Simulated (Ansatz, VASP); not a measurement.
## TiPdSe4 in VASP and in Ansatz

File INCAR:

```
SYSTEM = TiPdSe4
ALGO     = Normal         ! electronic algorithm
EDIFF    = 1E-7           ! SCF threshold, eV
EDIFFG   = -0.08          ! ionic threshold
ENCUT    = 600            ! plane-wave cutoff, eV
GGA      = PE             ! functional
IBRION   = 2              ! ionic algorithm
ISIF     = 3              ! what is computed and relaxed
ISMEAR   = 0              ! smearing method
ISPIN    = 2              ! spin polarisation
LASPH    = .True.         ! aspherical terms in the spheres
LCHARG   = .False.        ! write CHGCAR
LMAXMIX  = 4              ! l up to which the mixer works
LORBIT   = 11             ! projections on sites
LREAL    = .False.        ! projectors in reciprocal space
LWAVE    = .False.        ! write WAVECAR
MAGMOM   = 1 0 0 0 0 0    ! initial moments
NELM     = 150            ! most SCF steps
NSW      = 36             ! ionic steps
PREC     = Accurate       ! precision mode
SIGMA    = 0.15           ! smearing width, eV
```

KPOINTS

```
k-points
0
Gamma
  3 3 3
  0 0 0
```

The input POSCAR:

```
TiPdSe4
1.0
   -3.1305687200      3.1305687200      3.6669129700
    3.1305687200     -3.1305687200      3.6669129700
    3.1305687200      3.1305687200     -3.6669129700
Ti Pd Se
1 1 4
Direct
    0.5000000000      0.5000000000      0.0000000000
    0.0000000000      0.0000000000      0.0000000000
    0.5000000000      0.8360363700      0.3360363700
    0.5000000000      0.1639636300      0.6639636300
    0.1639636300      0.5000000000      0.6639636300
    0.8360363700      0.5000000000      0.3360363700
```

Input for Ansatz:

```yaml
crystal:
  lattice:
    - [-3.13056872, 3.13056872, 3.66691297]
    - [3.13056872, -3.13056872, 3.66691297]
    - [3.13056872, 3.13056872, -3.66691297]
  atoms:
    - { symbol: Ti, position: [0.5, 0.5, 0.0], spin: 1.0 }
    - { symbol: Pd, position: [0.0, 0.0, 0.0] }
    - { symbol: Se, position: [0.5, 0.83603637, 0.33603637] }
    - { symbol: Se, position: [0.5, 0.16396363, 0.66396363] }
    - { symbol: Se, position: [0.16396363, 0.5, 0.66396363] }
    - { symbol: Se, position: [0.83603637, 0.5, 0.33603637] }
basis:
  ecutwfc: 420
kpoints:
  mp_grid: { grid: [3, 3, 3] }
hamiltonian:
  xc: pbe
scf:
  occupations: { method: gaussian, width: 0.15 }
  lower_state_search: "off"
output:
  forces: true
  stress: true
  eigenvalues: true
  populations: true
magnetization:
  spin_polarized: true
relax:
  adjacent_minimum: "off"
  f_tol: 0.08
  max_steps: 16
  cell: { stress_tol: 0.8 }
```

Alike in both runs: task relaxation of cell and atoms; functional PBE; k mesh 3 × 3 × 3; occupations gaussian, width 0.15 eV; collinear spin.

```csv
,VASP,Ansatz
version,VASP 6.6.1,Ansatz 0.2.0
potentials or method,"VASP PAW PBE potentials, release 64 (Ti_sv, Pd, Se), cutoff 600 eV","scalar-relativistic, plane waves, PAW"
valence electrons in the cell,46,94
```

```tsv
	VASP	Ansatz	Ansatz less VASP
gap on the k mesh at the Fermi level, each at its own relaxed structure (eV)	none	none	-
net moment per atom (μB)	0.00	0.00	0.000
relaxed volume (Å³/atom)	24.67	24.95	+0.278
relaxed length of the cell vector where the two differ most in proportion (Å)	6.098	6.133	+0.0345
```

A gap of «none» marks a metal or a gap that the smearing closes. VASP's potentials hold 46 valence electrons a cell and Ansatz's 94, so a difference there can come from the potentials and not from the codes. Ansatz's warnings: seeded moment not kept.

The k mesh is coarse, so the values compare programs but aren't converged.
